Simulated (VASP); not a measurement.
The system is Se.

```xyz
3
Lattice="4.5204 0.0000 0.0000 -2.2602 3.9148 0.0000 0.0000 0.0000 5.0453" Properties=species:S:1:pos:R:3 pbc="T T T"
Se    0.9896    0.0000    1.6818
Se    4.0256    0.8570    3.3635
Se    1.7654    3.0577    0.0000
```

Program: VASP 6.6.1. Alike in all runs: task single point; level PBE; potentials or basis VASP PAW PBE potentials, release 64 (Se); no spin polarisation; cell as given; cutoff (eV) 520.

Task: Order these runs on this cell by their band gap on the k mesh, lowest first.
A. k mesh 4 × 4 × 3; smearing fermi-dirac 0.05 eV
B. k mesh 2 × 2 × 2; smearing fermi-dirac 0.05 eV
C. k mesh 2 × 2 × 1; smearing fermi-dirac 0.05 eV
D. k mesh 8 × 8 × 6; smearing methfessel-paxton 0.01 eV

Result: D (1.13 eV), B (1.32 eV), A (1.70 eV), C (2.27 eV).

Caveats: some runs use coarse meshes; forces of over 1 eV/Å act on the atoms, so gaps and moduli don't describe the material at rest (some runs).

A k mesh can miss the band edges.
